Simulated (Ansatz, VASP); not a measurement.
Two plane-wave programs on Pt

```
CELL_PARAMETERS angstrom
0.00000 1.94683 2.01497
2.10745 0.00000 2.01497
2.10745 1.94683 0.00000
ATOMIC_POSITIONS crystal
Pt 0.00000 0.00000 0.00000
```

Change from the starting cell: normal strain along x +0.0825, normal strain along z +0.0350.

Alike in both runs: task single point; functional LDA; k mesh 20 × 20 × 20; occupations gaussian, width 0.15 eV; no spin polarisation.

|  | VASP | Ansatz |
| --- | --- | --- |
| version | VASP 6.6.1 | Ansatz 0.2.0 |
| potentials or method | VASP PAW LDA potentials, release 64 (Pt), cutoff 520 eV | scalar-relativistic, plane waves, PAW |
| valence electrons in the cell | 10 | 18 |

VASP gave:

```
gap on the k mesh at the Fermi level (eV)                     : none
pressure (GPa)                                                : -24.7
traceless stress, the component that is largest in VASP (GPa) : -3.06
```

Problem. What did Ansatz give for the same quantities?

Solution. gap on the k mesh at the Fermi level (eV): none; pressure (GPa): -25.2; traceless stress, the component that is largest in VASP (GPa): -3.04.

LDA's correlation is that of Perdew and Zunger in VASP and of Perdew and Wang (1992) in Ansatz. A gap of «none» marks a metal or a gap that the smearing closes. VASP's potentials hold 10 valence electrons a cell and Ansatz's 18, so a difference there can come from the potentials and not from the codes.

Neither program's run includes spin-orbit coupling.
